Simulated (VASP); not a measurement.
# In (P6_3/mmc) in VASP: settings compared

In is run at these levels: LDA, PBEsol, r2SCAN, HSE06, PBE0; tasks: single point.

All numbers are computed with VASP 6.6.1; they aren't measurements. Logs are shortened: lines on timing, memory, paths and dates and some standing lists are left out, and cuts for length are marked.

### Step 1. The cell of the first run

Symmetry: P6_3/mmc, No. 194, hexagonal system. Conventional cell: a = 3.335 Å, b = 3.335 Å, c = 5.509 Å, α = 90.00°, β = 90.00°, γ = 120.00°. In (site symmetry -6m2) has 12 In at 3.34 to 3.36 Å within 4.4 Å.

This isn't the form of In at room conditions, which is tetragonal.

### Step 2. Single point, LDA

Contents of INCAR:

```
  ALGO = Fast
  EDIFF = 1E-6
  ENCUT = 520
  GGA = CA
  ISIF = 2
  ISMEAR = -1
  LASPH = True
  LCHARG = False
  LREAL = False
  LWAVE = False
  NBANDS = 20
  NELM = 60
  PREC = Accurate
  SIGMA = 0.05
```

Contents of KPOINTS:

```
k-points
0
Gamma
  5 5 3
```

Contents of POSCAR:

```
In
1.0
    3.3354847820      0.0000000000      0.0000000000
   -1.6677423910      2.8886145552      0.0000000000
    0.0000000000      0.0000000000      5.5091429200
In
2
Direct
    0.6666666667      0.3333333333      0.7500000000
    0.3333333333      0.6666666667      0.2500000000
```

Potentials or basis: VASP PAW LDA potentials, release 64 (In_d).

On the command line:

```sh
$ cat potpaw_LDA.64/In_d/POTCAR > POTCAR
$ mpirun -np 1 vasp_std > vasp.out
```

OUTCAR:

```text
EDIFF = 1E-6
   ENCUT = 520
   GGA = CA
   ISIF = 2
   ISMEAR = -1
   LASPH = True
   LREAL = False
   NELM = 60
   PREC = Accurate

 ion  position               nearest neighbor table
   1  0.667  0.333  0.750-   2 3.36   2 3.36   2 3.36   2 3.36   2 3.36   2 3.36
   2  0.333  0.667  0.250-   1 3.36   1 3.36   1 3.36   1 3.36   1 3.36   1 3.36

  LATTYP: Found a hexagonal cell.
 ALAT       =     3.3354847820
 C/A-ratio  =     1.6516768266

  Lattice vectors:

 A1 = (   3.3354847820,   0.0000000000,   0.0000000000)
 A2 = (  -1.6677423910,   2.8886145552,   0.0000000000)
 A3 = (   0.0000000000,   0.0000000000,   5.5091429200)

Analysis of symmetry for initial positions (statically):
=====================================================================
 Subroutine PRICEL returns:
 Original cell was already a primitive cell.

 Routine SETGRP: Setting up the symmetry group for a
 hexagonal supercell.

 Subroutine GETGRP returns: Found 24 space group operations
 (whereof 12 operations were pure point group operations)
 out of a pool of 24 trial point group operations.

The static configuration has the point symmetry D_3d.
 The point group associated with its full space group is D_6h.

Analysis of symmetry for dynamics (positions and initial velocities):
=====================================================================
 Subroutine PRICEL returns:
 Original cell was already a primitive cell.

 Routine SETGRP: Setting up the symmetry group for a
 hexagonal supercell.

 Subroutine GETGRP returns: Found 24 space group operations
 (whereof 12 operations were pure point group operations)
 out of a pool of 24 trial point group operations.

The dynamic configuration has the point symmetry D_3d.
 The point group associated with its full space group is D_6h.

 Subroutine INISYM returns: Found 24 space group operations
 (whereof 12 operations are pure point group operations),
 and found     1 'primitive' translations

----------------------------------------------------------------------------------------

                                     Primitive cell

  volume of cell :      53.0802

  direct lattice vectors                    reciprocal lattice vectors
     3.335484782  0.000000000  0.000000000     0.299806495  0.173093360  0.000000000
    -1.667742391  2.888614555  0.000000000     0.000000000  0.346186721  0.000000000
     0.000000000  0.000000000  5.509142920     0.000000000  0.000000000  0.181516438

  length of vectors
     3.335484782  3.335484782  5.509142920     0.346186721  0.346186721  0.181516438

  position of ions in fractional coordinates (direct lattice)
     0.666666667  0.333333333  0.750000000
     0.333333333  0.666666667  0.250000000

  ion indices of the primitive-cell ions
   primitive index   ion index
                 1           1
                 2           2

----------------------------------------------------------------------------------------

 KPOINTS: k-points

Automatic generation of k-mesh.
 Grid dimensions read from file:
 generate k-points for:    5    5    3

 Generating k-lattice:

  Cartesian coordinates                     Fractional coordinates (reciprocal lattice)
     0.059961299  0.034618672  0.000000000     0.200000000  0.000000000  0.000000000
     0.000000000  0.069237344  0.000000000     0.000000000  0.200000000  0.000000000
     0.000000000  0.000000000  0.060505479     0.000000000  0.000000000  0.333333333

  Length of vectors
     0.069237344  0.069237344  0.060505479

  Shift w.r.t. Gamma in fractional coordinates (k-lattice)
     0.000000000  0.000000000  0.000000000

 Subroutine IBZKPT returns following result:
 ===========================================

 Found     10 irreducible k-points:

 Following reciprocal coordinates:
            Coordinates               Weight
  0.000000  0.000000  0.000000      1.000000
  0.200000  0.000000  0.000000      6.000000
  0.400000  0.000000  0.000000      6.000000
  0.200000  0.200000  0.000000      6.000000
  0.400000  0.200000  0.000000      6.000000
  0.000000  0.000000  0.333333      2.000000
  0.200000  0.000000  0.333333     12.000000
  0.400000  0.000000  0.333333     12.000000
  0.200000  0.200000  0.333333     12.000000
  0.400000  0.200000  0.333333     12.000000
   k-points           NKPTS =     10   k-points in BZ     NKDIM =     10   number of bands    NBANDS=     20
   number of dos      NEDOS =    301   number of ions     NIONS =      2
   total plane-waves  NPLWV =  32928
   dimension x,y,z NGX =    28 NGY =   28 NGZ =   42
   dimension x,y,z NGXF=    56 NGYF=   56 NGZF=   84
   ions per type =               2
   NGX,Y,Z   is equivalent  to a cutoff of  13.96, 13.96, 12.67 a.u.
   NGXF,Y,Z  is equivalent  to a cutoff of  27.91, 27.91, 25.35 a.u.
 SYSTEM =  unknown system
   PREC   = accura    normal or accurate (medium, high low for compatibility)
   ISTART =      0    job   : 0-new  1-cont  2-samecut
   ICHARG =      2    charge: 1-file 2-atom 10-const
   ISPIN  =      1    spin polarized calculation?
   LNONCOLLINEAR =      F non collinear calculations
   LSORBIT =      F    spin-orbit coupling
   LASPH  =      T    aspherical Exc in radial PAW
   ENCUT  =  520.0 eV  38.22 Ry    6.18 a.u.   6.20  6.20 10.24*2*pi/ulx,y,z
   NELM   =     60;   NELMIN=  2; NELMDL= -5     # of ELM steps
   EDIFF  = 0.1E-05   stopping-criterion for ELM
   LREAL  =      F    real-space projection
   EDIFFG = 0.1E-04   stopping-criterion for IOM
   NSW    =      0    number of steps for IOM
   IBRION =     -1    ionic relax: 0-MD 1-quasi-New 2-CG
   NFREE  =      0    steps in history (QN), initial steepest desc. (CG)
   ISIF   =      2    stress and relaxation
   ISYM   =      2    0-nonsym 1-usesym 2-fastsym
   POTIM  = 0.5000    time-step for ionic-motion
   TEBEG  =    0.0;   TEEND  =   0.0 temperature during run
   PSTRESS=    0.0 pullay stress
   NELECT =      26.0000    total number of electrons
   NUPDOWN=      -1.0000    fix difference up-down
   EMIN   =  10.00;   EMAX   =-10.00  energy-range for DOS
   EFERMI =   0.00;   METHOD = LEGACY
   ISMEAR =    -1;   SIGMA  =   0.05  broadening in eV -4-tet -1-fermi 0-gaus
   EFERMI_NEDOS =   21; number of points for ismear=-14 and -15
   IALGO  =     68    algorithm
   IMIX   =      4    mixing-type and parameters
     AMIX     =   0.40;   BMIX     =  1.00
     AMIX_MAG =   1.60;   BMIX_MAG =  1.00
  volume/ion in A,a.u.               =      26.54       179.10
  Fermi-wavevector in a.u.,A,eV,Ry     =   1.290491  2.438675 22.658704  1.665368
  Thomas-Fermi vector in A             =   2.422320
   LORBIT       =      0    0 simple, 1 ext, 2 COOP (PROOUT), +10 PAW based schemes
   GGA     = CA    functional components
   LHFCALC =     F    Hartree Fock is set to
   AEXX    =    0.0000 exact exchange contribution
   IVDW    =     0    specifies the selected vdW correction
   LEPSILON=     F    determine dielectric tensor
   LRPA    =     F    only Hartree local field effects (RPA)
 non-spin polarized calculation
 RMM-DIIS sequential band-by-band and
  energy-cutoff  :      520.00
  volume of cell :       53.08
 maximum number of plane-waves:      1454
 NGX is ok and might be reduce to    28
   NGX = 13   NGY = 13   NGZ = 21

 number of electron      26.0000008 magnetization

 Free energy of the ion-electron system (eV)
  ---------------------------------------------------
  ext. energy  EPLUGINS =         0.00000000
  ---------------------------------------------------
  free energy    TOTEN  =        -6.41401221 eV

  energy without entropy =       -6.40327479  energy(sigma->0) =       -6.40864350

 E-fermi :   7.2126     XC(G=0): -10.4612

 val. band max:        7.1772317240   @ k =   0.4000   0.0000   0.3333
 cond. band min:       7.4482518199   @ k =   0.0000   0.0000   0.3333
 fundamental gap:      0.2710200959
 Fermi energy:         7.2126083641

 k-point     1 :       0.0000    0.0000    0.0000
  band No.  band energies     occupation
      1      -7.5464      2.00000
      2      -7.4899      2.00000
      3      -7.4684      2.00000
      4      -7.4684      2.00000
      5      -7.4416      2.00000
      6      -7.4416      2.00000
[... 12 lines left out ...]
     19      18.0493      0.00000
     20      18.5035      0.00000

 k-point     2 :       0.2000    0.0000    0.0000
  band No.  band energies     occupation
      1      -7.5722      2.00000
      2      -7.4759      2.00000
      3      -7.4431      2.00000
      4      -7.4223      2.00000
      5      -7.3993      2.00000
      6      -7.3698      2.00000
[... 12 lines left out ...]
     19      17.1620      0.00000
     20      18.5610      0.00000

 k-point     3 :       0.4000    0.0000    0.0000
  band No.  band energies     occupation
      1      -7.6659      2.00000
      2      -7.5417      2.00000
      3      -7.5194      2.00000
      4      -7.4519      2.00000
      5      -7.3423      2.00000
      6      -7.3400      2.00000
[... 12 lines left out ...]
     19      15.4936      0.00000
     20      17.4740      0.00000

 k-point     4 :       0.2000    0.2000    0.0000
  band No.  band energies     occupation
      1      -7.5286      2.00000
      2      -7.5192      2.00000
      3      -7.5129      2.00000
      4      -7.4442      2.00000
      5      -7.3757      2.00000
      6      -7.3331      2.00000
[... 12 lines left out ...]
     19      15.1433      0.00000
     20      19.3451      0.00000

 k-point     5 :       0.4000    0.2000    0.0000
  band No.  band energies     occupation
      1      -7.5800      2.00000
      2      -7.5632      2.00000
      3      -7.4403      2.00000
      4      -7.4388      2.00000
      5      -7.3682      2.00000
      6      -7.3304      2.00000
[... 12 lines left out ...]
     19      13.9712      0.00000
     20      19.1601      0.00000

 k-point     6 :       0.0000    0.0000    0.3333
  band No.  band energies     occupation
      1      -7.5259      2.00000
      2      -7.4969      2.00000
      3      -7.4843      2.00000
      4      -7.4843      2.00000
      5      -7.4644      2.00000
      6      -7.4644      2.00000
[... 12 lines left out ...]
     19      18.2030      0.00000
     20      18.4116      0.00000

 k-point     7 :       0.2000    0.0000    0.3333
  band No.  band energies     occupation
      1      -7.5552      2.00000
      2      -7.5074      2.00000
      3      -7.4746      2.00000
      4      -7.4338      2.00000
      5      -7.4050      2.00000
      6      -7.3691      2.00000
[... 12 lines left out ...]
     19      16.1764      0.00000
     20      17.3668      0.00000

 k-point     8 :       0.4000    0.0000    0.3333
  band No.  band energies     occupation
      1      -7.6286      2.00000
      2      -7.5635      2.00000
      3      -7.5493      2.00000
      4      -7.4663      2.00000
      5      -7.3855      2.00000
      6      -7.2494      2.00000
[... 12 lines left out ...]
     19      15.2746      0.00000
     20      16.2655      0.00000

 k-point     9 :       0.2000    0.2000    0.3333
  band No.  band energies     occupation
      1      -7.5474      2.00000
      2      -7.5149      2.00000
      3      -7.4956      2.00000
      4      -7.4238      2.00000
      5      -7.4041      2.00000
      6      -7.3329      2.00000
[... 12 lines left out ...]
     19      17.8674      0.00000
     20      17.9611      0.00000

 k-point    10 :       0.4000    0.2000    0.3333
  band No.  band energies     occupation
      1      -7.5533      2.00000
      2      -7.5416      2.00000
      3      -7.4629      2.00000
      4      -7.4606      2.00000
      5      -7.4287      2.00000
      6      -7.2759      2.00000
[... 12 lines left out ...]
     19      16.4914      0.00000
     20      18.8085      0.00000

------------------------ aborting loop because EDIFF is reached ----------------------------------------

  FORCE on cell =-STRESS in cart. coord.  units (eV):
  Direction    XX          YY          ZZ          XY          YZ          ZX
  --------------------------------------------------------------------------------------
  -------------------------------------------------------------------------------------
  Total       -1.1522677     -1.1522677     -0.8640441      0.0000000     -0.0000000      0.0000000
  in kB      -34.7801440    -34.7801440    -26.0803795      0.0000000     -0.0000000      0.0000000
  external PRESSURE =     -31.8802225 kB  Pullay stress =       0.0000000 kB

 VOLUME and BASIS-vectors are now :
 -----------------------------------------------------------------------------
  energy-cutoff  :      520.00
  volume of cell :       53.08
      direct lattice vectors                 reciprocal lattice vectors
     3.335484782  0.000000000  0.000000000     0.299806495  0.173093360  0.000000000
    -1.667742391  2.888614555  0.000000000     0.000000000  0.346186721  0.000000000
     0.000000000  0.000000000  5.509142920     0.000000000  0.000000000  0.181516438

 POSITION                                       TOTAL-FORCE (eV/Angst)
 -----------------------------------------------------------------------------------
      1.66774      0.96287      4.13186        -0.000000      0.000000      0.000000
     -0.00000      1.92574      1.37729         0.000000     -0.000000      0.000000
 -----------------------------------------------------------------------------------
    total drift:                                0.000000     -0.000000      0.000000

  FREE ENERGIE OF THE ION-ELECTRON SYSTEM (eV)
  ---------------------------------------------------
  free  energy   TOTEN  =        -6.4140122096 eV

  energy  without entropy=       -6.4032747936  energy(sigma->0) =       -6.40864350
```

Wall time 16 s (1 thread of Intel Xeon Platinum 8488C (Sapphire Rapids), shared host); peak memory 0.15 GiB.

What came out:

```yaml
Free_energy: -6.4140 eV
Pressure: -3.2 GPa
Band_gap_on_the_k_mesh: zero (bands 13 and 14 overlap by 2.12 eV)
```

Levels at points of the mesh, in eV from the Fermi level:
```csv
k point,band 11,band 12,band 13,band 14,band 15,band 16
"(0.00, 0.00, 0.00)",-9.63,-4.66,-3.48,8.12,8.12,9.95
```

Caveat: the k points lie up to 0.44 Å⁻¹ apart, too coarse for converged energies and pressures of a metal; spin-orbit coupling is left out, which moves the levels of the heavy elements.

### Step 3. Single point, PBEsol

Contents of INCAR:

```
SYSTEM = In
  PREC = Accurate
  ENCUT = 520
  EDIFF = 1E-7
  ISMEAR = -1
  SIGMA = 0.05
  LREAL = .False.
  LASPH = .True.
  NELM = 80
  ALGO = Normal
  ISIF = 2
  LWAVE = .False.
  LCHARG = .False.
  GGA = PS
  NBANDS = 20
```

Contents of KPOINTS:

```
Automatic mesh
0
Gamma
  5 5 3
  0 0 0
```

POSCAR is that of step 2.

Potentials or basis: VASP PAW PBE potentials, release 64 (In_d).

On the command line:

```sh
$ cat potpaw_PBE.64/In_d/POTCAR > POTCAR
$ mpirun -np 1 vasp_std > vasp.out
```

Wall time 10 s (1 thread of Intel Xeon Platinum 8488C (Sapphire Rapids), shared host); peak memory 0.17 GiB.

It converged, with:

```yaml
Free_energy: -5.9797 eV
Pressure: -1.7 GPa
Band_gap_on_the_k_mesh: zero (bands 13 and 14 overlap by 2.14 eV)
```

Stress tensor (GPa, compression positive):
```
-1.91  0.00  0.00
 0.00 -1.91  0.00
 0.00  0.00 -1.18
```

Levels at points of the mesh, in eV from the Fermi level:
```tsv
k point	band 11	band 12	band 13	band 14	band 15	band 16
(0.00, 0.00, 0.00)	-9.63	-4.62	-3.53	8.20	8.20	10.01
```

Caveat: the k points lie up to 0.44 Å⁻¹ apart, too coarse for converged energies and pressures of a metal; the PAW data sets were made with another functional, which shifts forces and pressure a little; spin-orbit coupling is left out, which moves the levels of the heavy elements.

### Step 4. Single point, r2SCAN

POSCAR is that of step 3.

Contents of INCAR.step1:

```
SYSTEM = In
  PREC = Accurate
  ENCUT = 520
  ISMEAR = -1
  SIGMA = 0.05
  LREAL = .False.
  LASPH = .True.
  NELM = 100
  NBANDS = 20
  GGA = PE
  ALGO = Normal
  EDIFF = 1E-4
  LWAVE = .True.
  LCHARG = .False.
```

Contents of INCAR.step2:

```
SYSTEM = In
  PREC = Accurate
  ENCUT = 520
  EDIFF = 1E-6
  ISMEAR = -1
  SIGMA = 0.05
  LREAL = .False.
  LASPH = .True.
  NELM = 100
  ALGO = Normal
  ISIF = 2
  LWAVE = .False.
  LCHARG = .False.
  METAGGA = R2SCAN
  LMIXTAU = .True.
  NBANDS = 20
  ISTART = 1
```

KPOINTS is that of step 3.

On the command line:

```sh
$ cat potpaw_PBE.64/In_d/POTCAR > POTCAR
$ cp INCAR.step1 INCAR
$ mpirun -np 1 vasp_std > vasp.out
$ cp INCAR.step2 INCAR
$ mpirun -np 1 vasp_std > vasp.out
```

Run time: 38 s. Hardware: 1 thread of Intel Xeon Platinum 8488C (Sapphire Rapids), shared host; peak memory 0.18 GiB.

It converged, with:

| Quantity | Value |
| --- | --- |
| Free energy | -45.1555 eV |
| Pressure | -0.5 GPa |
| Band gap on the k mesh | zero (bands 13 and 14 overlap by 2.28 eV) |

Stress tensor (GPa, compression positive):
```
-0.71  0.00  0.00
 0.00 -0.71  0.00
 0.00  0.00 -0.07
```

Levels at points of the mesh, in eV from the Fermi level:
| k point | band 9 | band 10 | band 11 | band 12 | band 13 | band 14 | band 15 | band 16 | band 17 | band 18 |
| --- | --- | --- | --- | --- | --- | --- | --- | --- | --- | --- |
| (0.00, 0.00, 0.00) | -15.10 | -15.10 | -10.14 | -4.80 | -3.77 | 8.66 | 8.66 | 10.56 | 10.56 | 10.71 |

Caveat: the k points lie up to 0.44 Å⁻¹ apart, too coarse for converged energies and pressures of a metal; the PAW data sets were made with another functional, which shifts forces and pressure a little; spin-orbit coupling is left out, which moves the levels of the heavy elements.

### Step 5. Single point, HSE06

POSCAR is that of step 4.

Contents of INCAR.step1:

```
SYSTEM = In
ALGO = Normal
EDIFF = 1E-5
ENCUT = 520
GGA = PE
ISIF = 2
ISMEAR = -1
LASPH = .True.
LREAL = .False.
LWAVE = .True.
NBANDS = 20
NELM = 80
PREC = Accurate
SIGMA = 0.05
```

Contents of INCAR.step2:

```
SYSTEM = In
ALGO = Normal
EDIFF = 1E-7
ENCUT = 520
GGA = PE
HFSCREEN = 0.2079
ISIF = 2
ISMEAR = -1
ISTART = 1
LASPH = .True.
LCHARG = .True.
LELF = .True.
LHFCALC = .True.
LREAL = .False.
LVHAR = .True.
LWAVE = .False.
NBANDS = 20
NELM = 80
PREC = Accurate
PRECFOCK = Normal
SIGMA = 0.05
```

Contents of KPOINTS:

```
k-points
0
Gamma
  5 5 3
  0 0 0
```

On the command line:

```sh
$ cat potpaw_PBE.64/In_d/POTCAR > POTCAR
$ cp INCAR.step1 INCAR
$ mpirun -np 1 vasp_std > vasp.out
$ cp INCAR.step2 INCAR
$ mpirun -np 1 vasp_std > vasp.out
```

It took 24 min on 1 thread of Intel Xeon Platinum 8488C (Sapphire Rapids), shared host; peak memory 0.28 GiB.

Results (log left out):

| Quantity | Value |
| --- | --- |
| Free energy | -5.8324 eV |
| Pressure | 0.1 GPa |
| Band gap on the k mesh | zero (bands 13 and 14 overlap by 2.47 eV) |

Stress tensor (GPa, compression positive):
```
-0.05  0.00  0.00
 0.00 -0.05  0.00
 0.00  0.00  0.47
```

Levels at points of the mesh, in eV from the Fermi level:
| k point | band 10 | band 11 | band 12 | band 13 | band 14 | band 15 | band 16 | band 17 |
| --- | --- | --- | --- | --- | --- | --- | --- | --- |
| (0.00, 0.00, 0.00) | -16.59 | -10.92 | -5.14 | -4.02 | 9.01 | 9.01 | 10.84 | 10.84 |

Caveat: the k points lie up to 0.44 Å⁻¹ apart, too coarse for converged energies and pressures of a metal; the PAW data sets were made with another functional, which shifts forces and pressure a little; spin-orbit coupling is left out, which moves the levels of the heavy elements.

(Continued in part 2 of 2.)
